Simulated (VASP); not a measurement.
**C: single point with LDA**

C:

```
C
1.0
     2.46062    0.00000    0.00000
    -1.23031    2.13096    0.00000
     0.00000    0.00000    8.40566
C
8
Cartesian
  0.0000 0.0000 0.7566
  0.0000 0.0000 4.9595
  0.0000 0.0000 3.4462
  0.0000 0.0000 7.6490
  0.0000 1.4206 1.3265
  1.2303 0.7103 5.5294
  0.0000 1.4206 2.8763
  1.2303 0.7103 7.0791
```

This cell differs from its parent crystal: atoms displaced along a vibrational mode, the cell strained.

* Program: VASP 6.6.1
* Task: single point
* Functional: LDA
* Potentials or basis: VASP PAW LDA potentials, release 64 (C)
* Cutoff: 520 eV
* k mesh: 12 × 12 × 4
* Occupations: gaussian, width 0.05 eV
* Spin: no spin polarisation

```
Pressure               : 1.5 GPa
Largest force          : 1.784 eV/Å
Band gap on the k mesh : 4.00 eV (least direct gap 4.92 eV)
```

Forces in eV/Å, atoms in the order of the input:
```
C    0.000  0.000  1.784
C    0.000  0.000  1.784
C    0.000  0.000 -1.784
C    0.000  0.000 -1.784
C    0.000  0.000 -1.336
C    0.000  0.000 -1.336
C    0.000  0.000  1.336
C    0.000  0.000  1.336
```

Stress tensor (GPa, compression positive):
```
 15.70   0.00   0.00
  0.00  15.70   0.00
  0.00   0.00 -26.75
```

Levels at points of the mesh, in eV from the valence-band top:
```tsv
k point	band 12	band 13	band 14	band 15	band 16	band 17	band 18	band 19	band 20	band 21
(0.00, 0.00, 0.00)	-1.80	-1.80	-1.48	0.00	0.00	4.92	5.00	5.00	7.03	7.03
(0.50, 0.00, 0.00)	-5.70	-5.26	-5.11	-4.62	-3.18	4.62	4.79	5.89	6.09	6.13
(0.00, 0.00, 0.50)	-2.65	-0.67	-0.67	-0.67	-0.67	5.82	5.82	5.82	5.82	6.51
(0.50, 0.00, 0.50)	-6.20	-5.64	-5.64	-3.88	-3.88	5.10	5.10	5.92	5.92	7.50
```

Run time: 39 s on 1 thread of Intel(R) Xeon(R) Platinum 8488C (Sapphire Rapids), on a shared host, peak memory 0.16 GiB.

Caveat: the cell differs from its parent crystal (atoms displaced along a vibrational mode, the cell strained); forces of over 1 eV/Å act on the atoms, so gaps and moduli don't describe the material at rest. A k mesh can miss the band edges.
